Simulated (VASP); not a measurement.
Here is a VASP 6.6.1 calculation.

File INCAR:

```
SYSTEM = NaH
PREC = Accurate
ENCUT = 600
EDIFF = 1E-6
ISMEAR = -1
SIGMA = 0.02
LREAL = .FALSE.
LASPH = .TRUE.
NELM = 80
ALGO = Normal
ISIF = 3
LWAVE = .FALSE.
LCHARG = .FALSE.
GGA = PE
IBRION = 2
NSW = 80
EDIFFG = -0.005
```

KPOINTS

```
regular mesh
0
G
  8 8 8
  0 0 0
```

The input POSCAR:

```
NaH
1.0
    0.0000000000      2.3864216652      2.3864216652
    2.3864216652      0.0000000000      2.3864216652
    2.3864216652      2.3864216652      0.0000000000
Na H
1 1
Direct
    0.0000000000      0.0000000000      0.0000000000
    0.5000000000      0.5000000000      0.5000000000
```

Potentials or basis: VASP PAW PBE potentials, release 64 (Na_pv, H).

The run is started by

```bash
$ cat potpaw_PBE.64/Na_pv/POTCAR potpaw_PBE.64/H/POTCAR > POTCAR
$ mpirun -np 1 vasp_std > vasp.out
```

(1) Estimate the relaxed cell.

(2) Estimate the band gap on the k mesh.

Answers

(1) a = 3.416 Å, b = 3.416 Å, c = 3.416 Å, α = 60.00°, β = 60.00°, γ = 60.00°.

(2) 3.76 eV, indirect (least direct gap 4.62 eV).
